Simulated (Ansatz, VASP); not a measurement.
Mo: VASP beside Ansatz

```
Mo
1.0
     2.81758    0.00000    0.00000
    -1.40879    2.44009    0.00000
     0.00000    0.00000    2.51685
Mo
1
Direct
  0.00000 0.00000 0.50000
```

Change from the starting cell: strain +0.030 along x and y, -0.015 along z, atoms carried along.

Alike in both runs: task single point; functional PBE; k mesh 21 × 21 × 18; occupations gaussian, width 0.15 eV; no spin polarisation.

|  | VASP | Ansatz |
| --- | --- | --- |
| version | VASP 6.6.1 | Ansatz 0.2.0 |
| potentials or method | VASP PAW PBE potentials, release 64 (Mo_sv), cutoff 520 eV | scalar-relativistic, plane waves, PAW |
| valence electrons in the cell | 14 | 14 |

Ansatz gave:

```
gap on the k mesh at the Fermi level (eV)                     : none
pressure (GPa)                                                : -5.5
traceless stress, the component that is largest in VASP (GPa) : 2.72
```

Problem. Which values does VASP return?

Solution. gap on the k mesh at the Fermi level (eV): none; pressure (GPa): -5.1; traceless stress, the component that is largest in VASP (GPa): 2.93.

A gap of «none» marks a metal or a gap that the smearing closes. With one functional, cell and mesh, what is left measures potentials, basis and numerics.
